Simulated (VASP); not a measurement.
# PbSe (Fm-3m) in VASP: further runs, part 3 of 3

VASP 6.6.1. Earlier steps stand in the parts before.

### 5 Single point, PBEsol

This run uses another cell than the first one, of 29.00 Å³/atom.

INCAR reads:

```
  ALGO = Normal
  EDIFF = 1E-7
  ENCUT = 520
  GGA = PS
  ISIF = 2
  ISMEAR = 0
  LASPH = True
  LCHARG = False
  LREAL = False
  LWAVE = False
  NBANDS = 17
  NELM = 100
  PREC = Accurate
  SIGMA = 0.05
```

KPOINTS reads:

```
k-points
0
Gamma
  10 10 10
```

POSCAR reads:

```
PbSe
1.0
    0.0000000000      3.0723254011      3.0723254011
    3.0723254011      0.0000000000      3.0723254011
    3.0723254011      3.0723254011      0.0000000000
Pb Se
1 1
Direct
    0.5000000000      0.5000000000      0.5000000000
    0.0000000000      0.0000000000      0.0000000000
```

Potentials or basis: VASP PAW PBE potentials, release 64 (Pb_d, Se).

The run is started by

```
> cat potpaw_PBE.64/Pb_d/POTCAR potpaw_PBE.64/Se/POTCAR > POTCAR
> mpirun -np 1 vasp_std > vasp.out
```

OUTCAR:

```text
EDIFF = 1E-7
   ENCUT = 520
   GGA = PS
   ISIF = 2
   ISMEAR = 0
   LASPH = True
   LREAL = False
   NELM = 100
   PREC = Accurate

 ion  position               nearest neighbor table
   1  0.500  0.500  0.500-   2 3.07   2 3.07   2 3.07   2 3.07   2 3.07   2 3.07
   2  0.000  0.000  0.000-   1 3.07   1 3.07   1 3.07   1 3.07   1 3.07   1 3.07

  LATTYP: Found a face centered cubic cell.
 ALAT       =     6.1446508022

  Lattice vectors:

 A1 = (   0.0000000000,   3.0723254011,   3.0723254011)
 A2 = (   3.0723254011,   0.0000000000,   3.0723254011)
 A3 = (   3.0723254011,   3.0723254011,   0.0000000000)

Analysis of symmetry for initial positions (statically):
=====================================================================
 Subroutine PRICEL returns:
 Original cell was already a primitive cell.

 Routine SETGRP: Setting up the symmetry group for a
 face centered cubic supercell.

 Subroutine GETGRP returns: Found 48 space group operations
 (whereof 48 operations were pure point group operations)
 out of a pool of 48 trial point group operations.

The static configuration has the point symmetry O_h .

Analysis of symmetry for dynamics (positions and initial velocities):
=====================================================================
 Subroutine PRICEL returns:
 Original cell was already a primitive cell.

 Routine SETGRP: Setting up the symmetry group for a
 face centered cubic supercell.

 Subroutine GETGRP returns: Found 48 space group operations
 (whereof 48 operations were pure point group operations)
 out of a pool of 48 trial point group operations.

The dynamic configuration has the point symmetry O_h .

 Subroutine INISYM returns: Found 48 space group operations
 (whereof 48 operations are pure point group operations),
 and found     1 'primitive' translations

----------------------------------------------------------------------------------------

                                     Primitive cell
[... 109 lines left out ...]
   IMIX   =      4    mixing-type and parameters
     AMIX     =   0.40;   BMIX     =  1.00
     AMIX_MAG =   1.60;   BMIX_MAG =  1.00
  volume/ion in A,a.u.               =      29.00       195.70
  Fermi-wavevector in a.u.,A,eV,Ry     =   1.147998  2.169401 17.931095  1.317898
  Thomas-Fermi vector in A             =   2.284675
   LORBIT       =      0    0 simple, 1 ext, 2 COOP (PROOUT), +10 PAW based schemes
   GGA     = PS    functional components
   LHFCALC =     F    Hartree Fock is set to
   AEXX    =    0.0000 exact exchange contribution
   IVDW    =     0    specifies the selected vdW correction
   LEPSILON=     F    determine dielectric tensor
   LRPA    =     F    only Hartree local field effects (RPA)
 non-spin polarized calculation
 Gauss-broadening in eV      SIGMA  =   0.05
  energy-cutoff  :      520.00
  volume of cell :       58.00
 maximum number of plane-waves:      1588
   NGX = 17   NGY = 17   NGZ = 17

 number of electron      19.9999996 magnetization

 Free energy of the ion-electron system (eV)
  ---------------------------------------------------
  ext. energy  EPLUGINS =         0.00000000
  ---------------------------------------------------
  free energy    TOTEN  =        -8.91308820 eV

  energy without entropy =       -8.91308750  energy(sigma->0) =       -8.91308785

 E-fermi :   4.8805     XC(G=0):  -9.6667

 val. band max:        4.7603529747   @ k =   0.5000   0.0000   0.0000
 cond. band min:       5.0006345674   @ k =   0.5000   0.0000   0.0000
 fundamental gap:      0.2402815927
 Fermi energy:         4.8804938602

 k-point     1 :       0.0000    0.0000    0.0000
  band No.  band energies     occupation
      1     -11.9568      2.00000
      2     -11.9568      2.00000
      3     -11.9568      2.00000
      4     -11.9546      2.00000
      5     -11.9546      2.00000
      6      -8.7392      2.00000
[... 457 lines left out ...]
      4     -11.9242      2.00000
      5     -11.9217      2.00000
      6      -7.6733      2.00000
[... 9 lines left out ...]
     16      15.4558      0.00000
     17      16.1630      0.00000

 [... further k-points ...]

------------------------ aborting loop because EDIFF is reached ----------------------------------------

  FORCE on cell =-STRESS in cart. coord.  units (eV):
  Direction    XX          YY          ZZ          XY          YZ          ZX
  --------------------------------------------------------------------------------------
  -------------------------------------------------------------------------------------
  Total       -0.3805237     -0.3805237     -0.3805237      0.0000000      0.0000000     -0.0000000
  in kB      -10.5114022    -10.5114022    -10.5114022      0.0000000      0.0000000     -0.0000000
  external PRESSURE =     -10.5114022 kB  Pullay stress =       0.0000000 kB

 VOLUME and BASIS-vectors are now :
 -----------------------------------------------------------------------------
  energy-cutoff  :      520.00
  volume of cell :       58.00
      direct lattice vectors                 reciprocal lattice vectors
     0.000000000  3.072325401  3.072325401    -0.162743178  0.162743178  0.162743178
     3.072325401  0.000000000  3.072325401     0.162743178 -0.162743178  0.162743178
     3.072325401  3.072325401  0.000000000     0.162743178  0.162743178 -0.162743178

 POSITION                                       TOTAL-FORCE (eV/Angst)
 -----------------------------------------------------------------------------------
      3.07233      3.07233      3.07233        -0.000000     -0.000000      0.000000
      0.00000      0.00000      0.00000         0.000000      0.000000     -0.000000
 -----------------------------------------------------------------------------------
    total drift:                                0.000000     -0.000000      0.000000

  FREE ENERGIE OF THE ION-ELECTRON SYSTEM (eV)
  ---------------------------------------------------
  free  energy   TOTEN  =        -8.9130881999 eV

  energy  without entropy=       -8.9130874984  energy(sigma->0) =       -8.91308785
```

OSZICAR:

```text
N       E                     dE             d eps       ncg     rms          rms(c)
DAV:   1     0.148733018786E+03    0.14873E+03   -0.98958E+03  1598   0.122E+03
DAV:   2     0.200919250867E+01   -0.14672E+03   -0.14204E+03  1676   0.305E+02
DAV:   3    -0.893411462140E+01   -0.10943E+02   -0.10841E+02  2076   0.852E+01
DAV:   4    -0.917913470527E+01   -0.24502E+00   -0.24485E+00  1923   0.144E+01
DAV:   5    -0.918663162833E+01   -0.74969E-02   -0.74967E-02  2260   0.256E+00    0.263E+00
DAV:   6    -0.891982322714E+01    0.26681E+00   -0.65724E-01  2453   0.583E+00    0.147E+00
DAV:   7    -0.891273092640E+01    0.70923E-02   -0.10257E-01  1974   0.158E+00    0.790E-01
DAV:   8    -0.891344277869E+01   -0.71185E-03   -0.10612E-02  1963   0.111E+00    0.138E-01
DAV:   9    -0.891306355397E+01    0.37922E-03   -0.24120E-03  2377   0.446E-01    0.479E-02
DAV:  10    -0.891308892081E+01   -0.25367E-04   -0.16279E-04  1915   0.725E-02    0.169E-02
DAV:  11    -0.891308831210E+01    0.60872E-06   -0.28660E-05  2243   0.530E-02    0.556E-03
DAV:  12    -0.891308820712E+01    0.10497E-06   -0.17178E-06  2165   0.139E-02    0.109E-03
DAV:  13    -0.891308819994E+01    0.71859E-08   -0.57331E-08  1211   0.327E-03
   1 F= -.89130882E+01 E0= -.89130878E+01  d E =-.701577E-06
```

stdout:

```text
POSCAR found type information on POSCAR PbSe
 POSCAR found :  2 types and       2 ions
 scaLAPACK will be used
 -----------------------------------------------------------------------------
|                                                                             |
|                                                                             |
|     You enforced a specific xc type in the INCAR file but a different       |
|     I HOPE YOU KNOW WHAT YOU ARE DOING!                                     |
|                                                                             |
 -----------------------------------------------------------------------------

 LDA part: xc-table for (Slater+PW92), standard interpolation
 POSCAR, INCAR and KPOINTS ok, starting setup
 FFT: planning ... GRIDC
 FFT: planning ... GRID_SOFT
 FFT: planning ... GRID
 WAVECAR not read
 entering main loop
```

Wall time 80 s (1 thread of Intel Xeon 8259CL, shared host); peak memory 0.17 GiB.

What came out:

```
Free energy            : -8.9131 eV
Pressure               : -1.1 GPa
Band gap on the k mesh : 0.24 eV
```

Levels at points of the mesh, in eV from the valence-band top:
```tsv
k point	band 8	band 9	band 10	band 11	band 12	band 13
(0.00, 0.00, 0.00)	-1.81	-1.81	-1.81	4.66	4.66	4.66
(0.50, 0.00, 0.00)	-1.40	-1.40	0.00	0.24	1.69	1.69
(0.50, 0.50, 0.00)	-4.92	-3.16	-3.16	3.64	5.55	5.55
```

Caveat: the PAW data sets were made with another functional, which shifts forces and pressure a little; spin-orbit coupling is left out, which moves the levels of the heavy elements. A k mesh can miss the band edges.

### 6 Single point, PBEsol (28.80 Å³/atom)

This run uses another cell than the first one, of 28.80 Å³/atom.

INCAR reads:

```
ALGO = Normal
EDIFF = 1E-7
ENCUT = 520
GGA = PS
ISIF = 2
ISMEAR = 0
LASPH = True
LCHARG = False
LREAL = False
LWAVE = False
NBANDS = 17
NELM = 60
PREC = Accurate
SIGMA = 0.05
```

KPOINTS is that of step 5.

POSCAR reads:

```
PbSe
1.0
    0.0000000000      3.0651454522      3.0651454522
    3.0651454522      0.0000000000      3.0651454522
    3.0651454522      3.0651454522      0.0000000000
Pb Se
1 1
Direct
    0.5000000000      0.5000000000      0.5000000000
    0.0000000000      0.0000000000      0.0000000000
```

Potentials or basis: VASP PAW PBE potentials, release 64 (Pb_d, Se).

The run is started by

```
> cat potpaw_PBE.64/Pb_d/POTCAR potpaw_PBE.64/Se/POTCAR > POTCAR
> mpirun -np 1 vasp_std > vasp.out
```

Wall time 80 s (1 thread of Intel Xeon 8259CL, shared host); peak memory 0.17 GiB.

Results (log left out):

```
Free energy            : -8.9152 eV
Pressure               : -0.7 GPa
Band gap on the k mesh : 0.22 eV
```

Levels at points of the mesh, in eV from the valence-band top:
```csv
k point,band 6,band 7,band 8,band 9,band 10,band 11,band 12,band 13,band 14,band 15
"(0.00, 0.00, 0.00)",-13.56,-6.33,-1.85,-1.85,-1.85,4.67,4.67,4.67,6.46,6.46
"(0.50, 0.00, 0.00)",-12.50,-8.80,-1.44,-1.44,0.00,0.22,1.66,1.66,8.41,10.09
"(0.50, 0.50, 0.00)",-12.13,-7.40,-4.98,-3.21,-3.21,3.60,5.57,5.57,5.99,11.29
```

Caveat: the PAW data sets were made with another functional, which shifts forces and pressure a little; spin-orbit coupling is left out, which moves the levels of the heavy elements. A k mesh can miss the band edges.

### 7 The runs side by side

| cell | gap on the mesh (eV) | pressure (GPa) |
| --- | --- | --- |
| a = 4.257 Å, angles 60.0°, 2 atoms | 0.02 | 2.4 |
| a = 4.286 Å, angles 60.0°, 2 atoms | 0.10 | 1.1 |
| a = 4.315 Å, angles 60.0°, 2 atoms | 0.17 | 0.0 |
| a = 4.345 Å, angles 60.0°, 2 atoms | 0.24 | -1.1 |
| a = 4.335 Å, angles 60.0°, 2 atoms | 0.22 | -0.7 |

Alike in all rows: task single point; level PBEsol; potentials or basis VASP PAW PBE potentials, release 64 (Pb_d, Se); no spin polarisation; k mesh 10 × 10 × 10; cutoff (eV) 520; smearing gaussian 0.05 eV.

Caveats: the PAW data sets were made with another functional, which shifts forces and pressure a little; spin-orbit coupling is left out, which moves the levels of the heavy elements.

Absolute energies hang on the potentials; compare differences alone.
